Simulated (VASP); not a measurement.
A run of VASP 6.6.1 is set up as follows.

The input INCAR:

```
SYSTEM = ZnS
PREC     = Accurate       ! precision mode
ENCUT    = 520            ! plane-wave cutoff, eV
EDIFF    = 1E-6           ! SCF threshold, eV
ISMEAR   = 0              ! smearing method
SIGMA    = 0.01           ! smearing width, eV
LREAL    = .False.        ! projectors in reciprocal space
LASPH    = .True.         ! aspherical terms in the spheres
NELM     = 60             ! most SCF steps
ALGO     = Normal         ! electronic algorithm
ISIF     = 2              ! what is computed and relaxed
LWAVE    = .False.        ! write WAVECAR
LCHARG   = .True.         ! write CHGCAR
GGA      = PS             ! functional
LELF     = .True.         ! ELF
LVHAR    = .True.       
NBANDS   = 16             ! bands
```

KPOINTS

```
Automatic mesh
0
Gamma
  10 10 10
  0 0 0
```

Contents of POSCAR:

```
ZnS
1.0
    0.0000000000      2.6782590749      2.6782590749
    2.6782590749      0.0000000000      2.6782590749
    2.6782590749      2.6782590749      0.0000000000
Zn S
1 1
Direct
    0.0000000000      0.0000000000      0.0000000000
    0.7500000000      0.7500000000      0.7500000000
```

Potentials or basis: VASP PAW PBE potentials, release 64 (Zn, S).

The run is started by

```bash
$ cat potpaw_PBE.64/Zn/POTCAR potpaw_PBE.64/S/POTCAR > POTCAR
$ mpirun -np 1 vasp_std > vasp.out
```

Problem. Predict the pressure.

Solution. 0.2 GPa.

Problem. Estimate the band gap on the k mesh.

Solution. 2.09 eV, direct.

Caveat: the PAW data sets were made with another functional, which shifts forces and pressure a little.
